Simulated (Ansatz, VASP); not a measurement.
## One calculation of BaS, two programs

INCAR

```
ALGO = Normal
EDIFF = 1E-7
ENCUT = 520
GGA = PE
ISIF = 2
ISMEAR = -1
LASPH = T
LCHARG = F
LREAL = F
LWAVE = F
NBANDS = 15
NELM = 80
PREC = Accurate
SIGMA = 0.01
```

KPOINTS

```
k-points
0
Gamma
  7 7 7
```

File POSCAR:

```
BaS
1.0
    0.0000000000      3.2253733438      3.2253733438
    3.2253733438      0.0000000000      3.2253733438
    3.2253733438      3.2253733438      0.0000000000
Ba S
1 1
Direct
    0.0000000000      0.0000000000      0.0000000000
    0.5000000000      0.5000000000      0.5000000000
```

Input for Ansatz:

```yaml
crystal:
  lattice:
    - [0.0, 3.2253733438, 3.2253733438]
    - [3.2253733438, 0.0, 3.2253733438]
    - [3.2253733438, 3.2253733438, 0.0]
  atoms:
    - { symbol: Ba, position: [0.0, 0.0, 0.0] }
    - { symbol: S, position: [0.5, 0.5, 0.5] }
kpoints:
  mp_grid: { grid: [7, 7, 7] }
scf:
  occupations: { method: fermi_dirac, width: 0.01 }
hamiltonian:
  xc: pbe
  pseudopotentials: { kind: all_electron, lapw: { basis_error: 0.00025 } }
output:
  forces: true
  stress: true
  eigenvalues: true
```

Change from the starting cell: volume scaled by 1.03.

Alike in both runs: task single point; functional PBE; k mesh 7 × 7 × 7; occupations fermi-dirac, width 0.01 eV; no spin polarisation.

|  | VASP | Ansatz |
| --- | --- | --- |
| version | VASP 6.6.1 | Ansatz 0.2.0 |
| potentials or method | VASP PAW PBE potentials, release 64 (Ba_sv, S), cutoff 520 eV | all-electron LAPW, scalar-relativistic |

```csv
,VASP,Ansatz,Ansatz less VASP
gap on the k mesh at the Fermi level (eV),2.21,2.30,+0.091
pressure (GPa),0.1,-0.4,-0.53
```

Ansatz ran all-electron here, and VASP with PAW potentials.

Neither program's run includes spin-orbit coupling.
